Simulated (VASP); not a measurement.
Input of a VASP 6.6.1 run:

Contents of INCAR:

```
ALGO     = Normal         # electronic algorithm
EDIFF    = 1E-7           # SCF threshold, eV
ENCUT    = 520            # plane-wave cutoff, eV
GGA      = PE             # functional
ISIF     = 2              # what is computed and relaxed
ISMEAR   = -1             # smearing method
LASPH    = T              # aspherical terms in the spheres
LCHARG   = F              # write CHGCAR
LREAL    = F              # projectors in reciprocal space
LWAVE    = F              # write WAVECAR
NBANDS   = 20             # bands
NELM     = 100            # most SCF steps
PREC     = Accurate       # precision mode
SIGMA    = 0.06122561905347299 # smearing width, eV
```

KPOINTS

```
k-points
0
Gamma
  19 19 19
```

POSCAR

```
SnO2
1.0
    0.0000000000      2.5366893552      2.5366893552
    2.5366893552      0.0000000000      2.5366893552
    2.5366893552      2.5366893552      0.0000000000
Sn O
1 2
Direct
    0.0000000000      0.0000000000      0.0000000000
    0.2500000000      0.2500000000      0.2500000000
    0.7500000000      0.7500000000      0.7500000000
```

Potentials or basis: VASP PAW PBE potentials, release 64 (Sn_d, O).

Command:

```bash
$ cat potpaw_PBE.64/Sn_d/POTCAR potpaw_PBE.64/O/POTCAR > POTCAR
$ mpirun -np 1 vasp_std > vasp.out
```

**Question.** Estimate the band gap on the k mesh.

**Answer.** 0.26 eV (least direct gap 1.63 eV).

**Question.** Predict the pressure.

**Answer.** 9.1 GPa.

Caveat: the cell stands under pressure; semilocal functionals underestimate gaps, and a narrow one can read as zero; spin-orbit coupling is left out, which moves the levels of the heavy elements; an odd mesh through Γ misses points on the zone boundary, where band edges can lie.
